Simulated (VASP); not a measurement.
# Zn2C in VASP: a series of runs, part 2 of 2

VASP 6.6.1. Earlier steps stand in the parts before.

## (3) Single point, r2SCAN (strain -5.2%)

File POSCAR:

```
Zn2C
1.0
    0.0000000000      2.4441534726      2.4441534726
    2.4441534726      0.0000000000      2.4441534726
    2.4441534726      2.4441534726      0.0000000000
C Zn
1 2
Direct
    0.0000000000      0.0000000000      0.0000000000
    0.2500000000      0.2500000000      0.2500000000
    0.7500000000      0.7500000000      0.7500000000
```

File INCAR.step1:

```
PREC = Accurate
ENCUT = 520
ISMEAR = 0
SIGMA = 0.01
LREAL = False
LASPH = True
NELM = 100
NBANDS = 21
GGA = PE
ALGO = Normal
EDIFF = 1E-4
LWAVE = True
LCHARG = False
```

File INCAR.step2:

```
PREC = Accurate
ENCUT = 520
EDIFF = 1E-7
ISMEAR = 0
SIGMA = 0.01
LREAL = False
LASPH = True
NELM = 100
ALGO = Normal
ISIF = 2
LWAVE = False
LCHARG = False
METAGGA = R2SCAN
LMIXTAU = True
NBANDS = 21
ISTART = 1
```

File KPOINTS:

```
Automatic mesh
0
Gamma
  8 8 8
```

Potentials or basis: VASP PAW PBE potentials, release 64 (C, Zn).

Launch:

```sh
cat potpaw_PBE.64/C/POTCAR potpaw_PBE.64/Zn/POTCAR > POTCAR
cp INCAR.step1 INCAR
mpirun -np 1 vasp_std > vasp.out
cp INCAR.step2 INCAR
mpirun -np 1 vasp_std > vasp.out
```

OUTCAR:

```text
PREC = Accurate
   ENCUT = 520
   EDIFF = 1E-7
   ISMEAR = 0
   LREAL = False
   LASPH = True
   NELM = 100
   ISIF = 2
   METAGGA = R2SCAN
   ISTART = 1

 ion  position               nearest neighbor table
   1  0.000  0.000  0.000-   3 2.12   3 2.12   3 2.12   2 2.12   3 2.12   2 2.12   2 2.12   2 2.12

   2  0.250  0.250  0.250-   1 2.12   1 2.12   1 2.12   1 2.12   3 2.44   3 2.44   3 2.44   3 2.44
                             3 2.44   3 2.44
   3  0.750  0.750  0.750-   1 2.12   1 2.12   1 2.12   1 2.12   2 2.44   2 2.44   2 2.44   2 2.44
                             2 2.44   2 2.44

  LATTYP: Found a face centered cubic cell.
 ALAT       =     4.8883069452

  Lattice vectors:

 A1 = (   0.0000000000,   2.4441534726,   2.4441534726)
 A2 = (   2.4441534726,   0.0000000000,   2.4441534726)
 A3 = (   2.4441534726,   2.4441534726,   0.0000000000)

Analysis of symmetry for initial positions (statically):
=====================================================================
 Subroutine PRICEL returns:
 Original cell was already a primitive cell.

 Routine SETGRP: Setting up the symmetry group for a
 face centered cubic supercell.

 Subroutine GETGRP returns: Found 48 space group operations
 (whereof 48 operations were pure point group operations)
 out of a pool of 48 trial point group operations.

The static configuration has the point symmetry O_h .

Analysis of symmetry for dynamics (positions and initial velocities):
=====================================================================
 Subroutine PRICEL returns:
 Original cell was already a primitive cell.

 Routine SETGRP: Setting up the symmetry group for a
 face centered cubic supercell.

 Subroutine GETGRP returns: Found 48 space group operations
 (whereof 48 operations were pure point group operations)
 out of a pool of 48 trial point group operations.
[... 118 lines left out ...]
   ISMEAR =     0;   SIGMA  =   0.01  broadening in eV -4-tet -1-fermi 0-gaus
   EFERMI_NEDOS =   21; number of points for ismear=-14 and -15
   IALGO  =     38    algorithm
   IMIX   =      4    mixing-type and parameters
     AMIX     =   0.40;   BMIX     =  1.00
     AMIX_MAG =   1.60;   BMIX_MAG =  1.00
  volume/ion in A,a.u.               =       9.73        65.69
  Fermi-wavevector in a.u.,A,eV,Ry     =   1.614318  3.050618 35.457082  2.606022
  Thomas-Fermi vector in A             =   2.709246
   LORBIT       =      0    0 simple, 1 ext, 2 COOP (PROOUT), +10 PAW based schemes
   METAGGA = R2SCAN    functional components
   LHFCALC =     F    Hartree Fock is set to
   AEXX    =    0.0000 exact exchange contribution
   IVDW    =     0    specifies the selected vdW correction
   LEPSILON=     F    determine dielectric tensor
   LRPA    =     F    only Hartree local field effects (RPA)
 non-spin polarized calculation
 Gauss-broadening in eV      SIGMA  =   0.01
  energy-cutoff  :      520.00
  volume of cell :       29.20
 maximum number of plane-waves:       817
 NGX is ok and might be reduce to    28
   NGX = 13   NGY = 13   NGZ = 13

 number of electron      27.9999978 magnetization

 Free energy of the ion-electron system (eV)
  ---------------------------------------------------
  ext. energy  EPLUGINS =         0.00000000
  ---------------------------------------------------
  free energy    TOTEN  =       -25.34521432 eV

  energy without entropy =      -25.34521432  energy(sigma->0) =      -25.34521432

 E-fermi :   6.2738     XC(G=0): -14.0351

 val. band max:        6.1911545844   @ k =   0.0000   0.0000   0.0000
 cond. band min:       7.0045535861   @ k =   0.0000   0.0000   0.0000
 fundamental gap:      0.8133990018
 Fermi energy:         6.2737994178

 k-point     1 :       0.0000    0.0000    0.0000
  band No.  band energies     occupation
      1     -10.2561      2.00000
      2      -3.8633      2.00000
      3      -3.8632      2.00000
      4      -3.8632      2.00000
      5      -3.4556      2.00000
      6      -3.4556      2.00000
[... 565 lines left out ...]
     20      18.6856      0.00000
     21      21.3461      0.00000

 [... further k-points ...]

------------------------ aborting loop because EDIFF is reached ----------------------------------------

  FORCE on cell =-STRESS in cart. coord.  units (eV):
  Direction    XX          YY          ZZ          XY          YZ          ZX
  --------------------------------------------------------------------------------------
  -------------------------------------------------------------------------------------
  Total        6.3920773      6.3920773      6.3920773     -0.0000000      0.0000000     -0.0000000
  in kB      350.7011500    350.7011500    350.7011500     -0.0000000      0.0000000     -0.0000000
  external PRESSURE =     350.7011500 kB  Pullay stress =       0.0000000 kB

 VOLUME and BASIS-vectors are now :
 -----------------------------------------------------------------------------
  energy-cutoff  :      520.00
  volume of cell :       29.20
      direct lattice vectors                 reciprocal lattice vectors
     0.000000000  2.444153473  2.444153473    -0.204569805  0.204569805  0.204569805
     2.444153473  0.000000000  2.444153473     0.204569805 -0.204569805  0.204569805
     2.444153473  2.444153473  0.000000000     0.204569805  0.204569805 -0.204569805

 POSITION                                       TOTAL-FORCE (eV/Angst)
 -----------------------------------------------------------------------------------
      0.00000      0.00000      0.00000         0.000000      0.000000     -0.000000
      1.22208      1.22208      1.22208         0.000000      0.000000      0.000000
      3.66623      3.66623      3.66623        -0.000000     -0.000000     -0.000000
 -----------------------------------------------------------------------------------
    total drift:                                0.000000      0.000000      0.000000

  FREE ENERGIE OF THE ION-ELECTRON SYSTEM (eV)
  ---------------------------------------------------
  free  energy   TOTEN  =       -25.3452143232 eV

  energy  without entropy=      -25.3452143232  energy(sigma->0) =      -25.34521432
```

OSZICAR.step1:

```text
N       E                     dE             d eps       ncg     rms          rms(c)
DAV:   1     0.147714105068E+03    0.14771E+03   -0.14244E+04  1266   0.216E+03
DAV:   2    -0.477806226285E+00   -0.14819E+03   -0.14143E+03  1233   0.341E+02
DAV:   3    -0.107578438949E+02   -0.10280E+02   -0.10151E+02  1403   0.902E+01
DAV:   4    -0.109012763198E+02   -0.14343E+00   -0.14332E+00  1268   0.105E+01
DAV:   5    -0.109019658446E+02   -0.68952E-03   -0.68952E-03  1423   0.705E-01    0.138E+01
DAV:   6    -0.863462476292E+01    0.22673E+01   -0.47568E+00  1768   0.552E+01    0.972E+00
DAV:   7    -0.863777302682E+01   -0.31483E-02   -0.10445E+00  1301   0.120E+01    0.512E+00
DAV:   8    -0.861868340270E+01    0.19090E-01   -0.34019E-02  1365   0.165E+00    0.156E+00
DAV:   9    -0.861660570741E+01    0.20777E-02   -0.26423E-03  1533   0.561E-01    0.132E-01
DAV:  10    -0.861659886159E+01    0.68458E-05   -0.59797E-04  1656   0.258E-01
   1 F= -.86165989E+01 E0= -.86165989E+01  d E =-.410385E-42
```

Wall time 84 s (1 thread of Intel Xeon Platinum 8375C at 2.90GHz (Ice Lake), shared host); peak memory 0.17 GiB.

What came out:

```yaml
Free_energy: -25.3452 eV
Pressure: 35.1 GPa
Band_gap_on_the_k_mesh: 0.81 eV
```

Caveat: the cell differs from its parent crystal (strain -5.2%); the cell stands under pressure; the PAW data sets were made with another functional, which shifts forces and pressure a little. A k mesh can miss the band edges.

## (4) Single point, PBE (uniaxial x strain -2.9%)

File INCAR:

```
SYSTEM = Zn2C
PREC = Accurate
ENCUT = 520
EDIFF = 1E-6
ISMEAR = -1
SIGMA = 0.02
LREAL = .FALSE.
LASPH = .TRUE.
NELM = 100
ALGO = Normal
ISIF = 2
LWAVE = .FALSE.
LCHARG = .FALSE.
GGA = PE
NBANDS = 21
```

File KPOINTS:

```
regular mesh
0
G
  8 8 8
  0 0 0
```

File POSCAR:

```
Zn2C
1.0
    0.0000000000      2.5779490272      2.5779490272
    2.5024151207      0.0000000000      2.5779490272
    2.5024151207      2.5779490272      0.0000000000
C Zn
1 2
Direct
    0.0000000000      0.0000000000      0.0000000000
    0.2500000000      0.2500000000      0.2500000000
    0.7500000000      0.7500000000      0.7500000000
```

Launch:

```sh
cat potpaw_PBE.64/C/POTCAR potpaw_PBE.64/Zn/POTCAR > POTCAR
mpirun -np 1 vasp_std > vasp.out
```

It took 30 s on 1 thread of Intel Xeon Platinum 8375C at 2.90GHz (Ice Lake), shared host; peak memory 0.17 GiB.

Results (log left out):

```yaml
Free_energy: -9.1883 eV
Pressure: 9.9 GPa
Band_gap_on_the_k_mesh: 0.07 eV
```

Stress tensor (GPa, compression positive):
```
15.05  0.00  0.00
 0.00  7.33  0.00
 0.00  0.00  7.33
```

Levels at points of the mesh, in eV from the valence-band top:
```
           k point  band 12  band 13  band 14  band 15  band 16  band 17
(0.00, 0.00, 0.00)    -0.09    -0.09     0.00     0.07     4.00     4.30
(0.50, 0.00, 0.00)    -7.14    -1.30    -1.12     0.94     4.99     5.40
(0.50, 0.50, 0.00)    -5.49    -3.89    -3.83     1.01     1.85     7.51
(0.00, 0.50, 0.50)    -5.18    -4.07    -4.07     0.75     1.33     7.87
```

Caveat: the cell differs from its parent crystal (uniaxial x strain -2.9%); the cell stands under pressure.

## (5) Overview

| level | cell | smearing | gap on the mesh (eV) | pressure (GPa) |
| --- | --- | --- | --- | --- |
| PBE | a = 3.457 Å, angles 60.0°, 3 atoms | fermi-dirac 0.02 eV | 0.56 | 40.0 |
| r2SCAN | a = 3.457 Å, angles 60.0°, 3 atoms | gaussian 0.01 eV | 0.81 | 35.1 |
| PBE | a = 3.646, b = 3.593, c = 3.593 Å, angles 61.0, 59.5, 59.5°, 3 atoms | fermi-dirac 0.02 eV | 0.07 | 9.9 |

Alike in all rows: task single point; potentials or basis VASP PAW PBE potentials, release 64 (C, Zn); no spin polarisation; k mesh 8 × 8 × 8; cutoff (eV) 520.

Caveats: the cell stands under pressure; the PAW data sets were made with another functional, which shifts forces and pressure a little (at least some runs).

Total energies depend on the potentials used, so only differences within one code and one set of settings carry meaning.
